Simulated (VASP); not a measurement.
Here is a VASP 6.6.1 calculation.

File INCAR:

```
SYSTEM = AlNi
  PREC = Accurate
  ENCUT = 520
  EDIFF = 1E-6
  ISMEAR = 0
  SIGMA = 0.05
  LREAL = .FALSE.
  LASPH = .TRUE.
  NELM = 150
  ALGO = Normal
  ISIF = 2
  LWAVE = .FALSE.
  LCHARG = .TRUE.
  LNONCOLLINEAR = .TRUE.
  MAGMOM = 0 0 0 0 0 0.05
  LORBIT = 11
  LSORBIT = .TRUE.
  GGA_COMPAT = .FALSE.
  LORBMOM = .TRUE.
  LMAXMIX = 4
  GGA = PE
  LVHAR = .TRUE.
  NBANDS = 25
```

File KPOINTS:

```
regular mesh
0
G
  12 12 12
  0 0 0
```

POSCAR

```
AlNi
1.0
    2.8933713769      0.0000000000      0.0000000000
    0.0000000000      2.8933713769      0.0000000000
    0.0000000000      0.0000000000      2.8933713769
Al Ni
1 1
Direct
    0.0000000000      0.0000000000      0.0000000000
    0.5000000000      0.5000000000      0.5000000000
```

Potentials or basis: VASP PAW PBE potentials, release 64 (Al, Ni).

Run with:

```bash
$ cat potpaw_PBE.64/Al/POTCAR potpaw_PBE.64/Ni/POTCAR > POTCAR
$ mpirun -np 1 vasp_ncl > vasp.out
```

Predict the pressure.

0.0 GPa.

Estimate the net moment.

0.00 μB per cell.

Moments on the atoms (μB; x, y, z):
```
Al  0.00 0.00 0.00
Ni  0.00 0.00 0.00
```
